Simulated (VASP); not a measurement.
# Hf (Fm-3m) in VASP: a series of runs, part 2 of 2

VASP 6.6.1.

### Step 4. Single point, PBE

This run uses another cell than the first one, of 23.47 Å³/atom, 1.020 times its volume.

INCAR

```
SYSTEM = Hf
  PREC = Accurate
  ENCUT = 520
  EDIFF = 1E-6
  ISMEAR = -1
  SIGMA = 0.06122561905347299
  LREAL = .FALSE.
  LASPH = .TRUE.
  NELM = 60
  ALGO = Normal
  ISIF = 2
  LWAVE = .FALSE.
  LCHARG = .FALSE.
  GGA = PE
  NBANDS = 11
```

KPOINTS

```
Automatic mesh
0
G
  21 21 21
  0 0 0
```

POSCAR

```
Hf
1.0
    0.0000000000      2.2724291774      2.2724291774
    2.2724291774      0.0000000000      2.2724291774
    2.2724291774      2.2724291774      0.0000000000
Hf
1
Direct
    0.0000000000      0.0000000000      0.0000000000
```

Potentials or basis: VASP PAW PBE potentials, release 64 (Hf_pv).

Launch:

```
> cat potpaw_PBE.64/Hf_pv/POTCAR > POTCAR
> mpirun -np 1 vasp_std > vasp.out
```

OUTCAR:

```text
SYSTEM = Hf
   PREC = Accurate
   ENCUT = 520
   EDIFF = 1E-6
   ISMEAR = -1
   LREAL = .FALSE.
   LASPH = .TRUE.
   NELM = 60
   ISIF = 2
   GGA = PE

 ion  position               nearest neighbor table
   1  0.000  0.000  0.000-

  LATTYP: Found a face centered cubic cell.
 ALAT       =     4.5448583548

  Lattice vectors:

 A1 = (   0.0000000000,   2.2724291774,   2.2724291774)
 A2 = (   2.2724291774,   0.0000000000,   2.2724291774)
 A3 = (   2.2724291774,   2.2724291774,   0.0000000000)

Analysis of symmetry for initial positions (statically):
=====================================================================
 Subroutine PRICEL returns:
 Original cell was already a primitive cell.

 Routine SETGRP: Setting up the symmetry group for a
 face centered cubic supercell.

 Subroutine GETGRP returns: Found 48 space group operations
 (whereof 48 operations were pure point group operations)
 out of a pool of 48 trial point group operations.

The static configuration has the point symmetry O_h .

Analysis of symmetry for dynamics (positions and initial velocities):
=====================================================================
 Subroutine PRICEL returns:
 Original cell was already a primitive cell.

 Routine SETGRP: Setting up the symmetry group for a
 face centered cubic supercell.

 Subroutine GETGRP returns: Found 48 space group operations
 (whereof 48 operations were pure point group operations)
 out of a pool of 48 trial point group operations.

The dynamic configuration has the point symmetry O_h .

 Subroutine INISYM returns: Found 48 space group operations
 (whereof 48 operations are pure point group operations),
 and found     1 'primitive' translations

----------------------------------------------------------------------------------------

                                     Primitive cell
[... 112 lines left out ...]
  Thomas-Fermi vector in A             =   2.366689
   LORBIT       =      0    0 simple, 1 ext, 2 COOP (PROOUT), +10 PAW based schemes
   GGA     = PE    functional components
   LHFCALC =     F    Hartree Fock is set to
   AEXX    =    0.0000 exact exchange contribution
   IVDW    =     0    specifies the selected vdW correction
   LEPSILON=     F    determine dielectric tensor
   LRPA    =     F    only Hartree local field effects (RPA)
 non-spin polarized calculation
  energy-cutoff  :      520.00
  volume of cell :       23.47
 maximum number of plane-waves:       646
   NGX = 11   NGY = 11   NGZ = 11

 number of electron      10.0000000 magnetization

 Free energy of the ion-electron system (eV)
  ---------------------------------------------------
  ext. energy  EPLUGINS =         0.00000000
  ---------------------------------------------------
  free energy    TOTEN  =        -9.84905330 eV

  energy without entropy =       -9.82999321  energy(sigma->0) =       -9.83952325

 E-fermi :   4.4152     XC(G=0): -11.0705

 val. band max:        4.4145496270   @ k =  -0.4286   0.2857   0.1429
 cond. band min:       4.4228248583   @ k =  -0.3333   0.2857   0.0000
 fundamental gap:      0.0082752313
 Fermi energy:         4.4151978420

 k-point     1 :       0.0000    0.0000    0.0000
  band No.  band energies     occupation
      1     -25.7790      2.00000
      2     -25.7790      2.00000
      3     -25.7790      2.00000
      4      -2.6309      2.00000
      5       5.7922      0.00000
      6       5.7922      0.00000
      7       5.7922      0.00000
      8       8.4140      0.00000
      9       8.4140      0.00000
     10      15.5694      0.00000
     11      17.3083      0.00000
[... 309 lines left out ...]
 k-point    24 :      -0.3810    0.0476    0.0000
  band No.  band energies     occupation
      1     -26.3963      2.00000
      2     -25.8787      2.00000
      3     -25.8596      2.00000
      4       0.6950      2.00000
      5       4.4819      0.50318
      6       5.6473      0.00000
      7       5.7653      0.00000
      8       9.5685      0.00000
      9      10.1475      0.00000
     10      13.8184      0.00000
     11      16.1740      0.00000

 [... further k-points ...]

------------------------ aborting loop because EDIFF is reached ----------------------------------------

  FORCE on cell =-STRESS in cart. coord.  units (eV):
  Direction    XX          YY          ZZ          XY          YZ          ZX
  --------------------------------------------------------------------------------------
  -------------------------------------------------------------------------------------
  Total       -0.6115786     -0.6115786     -0.6115786     -0.0000000     -0.0000000      0.0000000
  in kB      -41.7505109    -41.7505109    -41.7505109     -0.0000000     -0.0000000      0.0000000
  external PRESSURE =     -41.7505109 kB  Pullay stress =       0.0000000 kB

 VOLUME and BASIS-vectors are now :
 -----------------------------------------------------------------------------
  energy-cutoff  :      520.00
  volume of cell :       23.47
      direct lattice vectors                 reciprocal lattice vectors
     0.000000000  2.272429177  2.272429177    -0.220028859  0.220028859  0.220028859
     2.272429177  0.000000000  2.272429177     0.220028859 -0.220028859  0.220028859
     2.272429177  2.272429177  0.000000000     0.220028859  0.220028859 -0.220028859

 POSITION                                       TOTAL-FORCE (eV/Angst)
 -----------------------------------------------------------------------------------
      0.00000      0.00000      0.00000        -0.000000      0.000000      0.000000
 -----------------------------------------------------------------------------------
    total drift:                                0.000000      0.000000     -0.000000

  FREE ENERGIE OF THE ION-ELECTRON SYSTEM (eV)
  ---------------------------------------------------
  free  energy   TOTEN  =        -9.8490532991 eV

  energy  without entropy=       -9.8299932087  energy(sigma->0) =       -9.83952325
```

OSZICAR:

```text
N       E                     dE             d eps       ncg     rms          rms(c)
DAV:   1     0.129914046363E+02    0.12991E+02   -0.57295E+03  6292   0.835E+02
DAV:   2    -0.974906279260E+01   -0.22740E+02   -0.22054E+02  7885   0.154E+02
DAV:   3    -0.102159311982E+02   -0.46687E+00   -0.46290E+00  7883   0.152E+01
DAV:   4    -0.102179731269E+02   -0.20419E-02   -0.20415E-02  7250   0.122E+00
DAV:   5    -0.102179856875E+02   -0.12561E-04   -0.12560E-04  8094   0.842E-02    0.447E+01
DAV:   6    -0.994328030370E+01    0.27471E+00   -0.23382E-01  6913   0.360E+00    0.265E+01
DAV:   7    -0.985422454339E+01    0.89056E-01   -0.35447E-01  7291   0.430E+00    0.123E+00
DAV:   8    -0.984903059679E+01    0.51939E-02   -0.26507E-02  6988   0.118E+00    0.262E-01
DAV:   9    -0.984905248505E+01   -0.21888E-04   -0.44346E-04  7749   0.177E-01    0.530E-02
DAV:  10    -0.984905365572E+01   -0.11707E-05   -0.36111E-05  7365   0.462E-02    0.523E-02
DAV:  11    -0.984905329912E+01    0.35661E-06   -0.43285E-06  7417   0.156E-02
   1 F= -.98490533E+01 E0= -.98395233E+01  d E =-.190601E-01
```

stdout:

```text
POSCAR found type information on POSCAR Hf
 POSCAR found :  1 types and       1 ions
 scaLAPACK will be used
 LDA part: xc-table for (Slater+PW92), standard interpolation
 POSCAR, INCAR and KPOINTS ok, starting setup
 FFT: planning ... GRIDC
 FFT: planning ... GRID_SOFT
 FFT: planning ... GRID
 WAVECAR not read
 entering main loop
```

Run time: 25 s. Hardware: 1 thread of Intel Xeon Platinum 8488C (Sapphire Rapids), shared host; peak memory 0.19 GiB.

Results:

```yaml
Free_energy: -9.8491 eV
Pressure: -4.2 GPa
Band_gap_on_the_k_mesh: zero (band 5 reaches 5.79 eV, above the bottom of band 6 at 3.92 eV)
```

Caveat: spin-orbit coupling is left out, which moves the levels of the heavy elements.

### Step 5. Single point, PBE

This run uses another cell than the first one, of 23.92 Å³/atom, 1.039 times its volume.

INCAR

```
SYSTEM = Hf
PREC     = Accurate       ! precision mode
ENCUT    = 520            ! plane-wave cutoff, eV
EDIFF    = 1E-6           ! SCF threshold, eV
ISMEAR   = -1             ! smearing method
SIGMA    = 0.06122561905347299 ! smearing width, eV
LREAL    = .False.        ! projectors in reciprocal space
LASPH    = .True.         ! aspherical terms in the spheres
NELM     = 60             ! most SCF steps
ALGO     = Normal         ! electronic algorithm
ISIF     = 2              ! what is computed and relaxed
LWAVE    = .False.        ! write WAVECAR
LCHARG   = .True.         ! write CHGCAR
GGA      = PE             ! functional
LELF     = .True.         ! ELF
LVHAR    = .True.       
NBANDS   = 11             ! bands
```

KPOINTS

```
regular mesh
0
Gamma
  21 21 21
  0 0 0
```

POSCAR

```
Hf
1.0
    0.0000000000      2.2869036388      2.2869036388
    2.2869036388      0.0000000000      2.2869036388
    2.2869036388      2.2869036388      0.0000000000
Hf
1
Direct
    0.0000000000      0.0000000000      0.0000000000
```

Launch:

```
> cat potpaw_PBE.64/Hf_pv/POTCAR > POTCAR
> mpirun -np 1 vasp_std > vasp.out
```

Wall time 28 s (1 thread of Intel Xeon Platinum 8488C (Sapphire Rapids), shared host); peak memory 0.19 GiB.

It converged, with:

| Item | Value |
| --- | --- |
| Free energy | -9.8350 eV |
| Pressure | -5.8 GPa |
| Band gap on the k mesh | zero (band 5 reaches 5.65 eV, above the bottom of band 6 at 3.80 eV) |

Levels at points of the mesh, in eV from the Fermi level:
```
           k point  band 2  band 3  band 4  band 5  band 6  band 7  band 8  band 9
(0.00, 0.00, 0.00)  -30.27  -30.27   -6.98    1.37    1.37    1.37    3.92    3.92
```

Caveat: spin-orbit coupling is left out, which moves the levels of the heavy elements.

### Step 6. Single point, PBE

This run uses another cell than the first one, of 23.92 Å³/atom, 1.039 times its volume.

INCAR

```
PREC = Accurate ; ENCUT = 520
EDIFF = 1E-6 ; ISMEAR = -1
SIGMA = 0.06122561905347299 ; LREAL = False
LASPH = True ; NELM = 100
ALGO = Normal ; ISIF = 2
LWAVE = False ; LCHARG = False
GGA = PE ; NBANDS = 11
```

KPOINTS

```
regular mesh
0
Gamma
  21 21 21
```

POSCAR is that of step 5.

Potentials or basis: VASP PAW PBE potentials, release 64 (Hf_pv).

Launch:

```
> cat potpaw_PBE.64/Hf_pv/POTCAR > POTCAR
> mpirun -np 1 vasp_std > vasp.out
```

It took 24 s on 1 thread of Intel Xeon Platinum 8488C (Sapphire Rapids), shared host; peak memory 0.19 GiB.

Results (log left out):

```yaml
Free_energy: -9.8350 eV
Pressure: -5.8 GPa
Band_gap_on_the_k_mesh: zero (band 5 reaches 5.65 eV, above the bottom of band 6 at 3.80 eV)
```

Levels at points of the mesh, in eV from the Fermi level:
| k point | band 3 | band 4 | band 5 | band 6 | band 7 | band 8 |
| --- | --- | --- | --- | --- | --- | --- |
| (0.00, 0.00, 0.00) | -30.27 | -6.98 | 1.37 | 1.37 | 1.37 | 3.92 |

Caveat: spin-orbit coupling is left out, which moves the levels of the heavy elements.

### Step 7. Summary

```csv
cell,gap on the mesh (eV),pressure (GPa)
"a = 3.193 Å, angles 60.0°, 1 atom",none,-2.4
"a = 3.214 Å, angles 60.0°, 1 atom",none,-4.2
"a = 3.234 Å, angles 60.0°, 1 atom",none,-5.8
```

Alike in all rows: task single point; level PBE; potentials or basis VASP PAW PBE potentials, release 64 (Hf_pv); no spin polarisation; k mesh 21 × 21 × 21; cutoff (eV) 520; smearing fermi-dirac 0.0612256 eV.

Caveats: spin-orbit coupling is left out, which moves the levels of the heavy elements.

Total energies depend on the potentials used, so only differences within one code and one set of settings carry meaning.
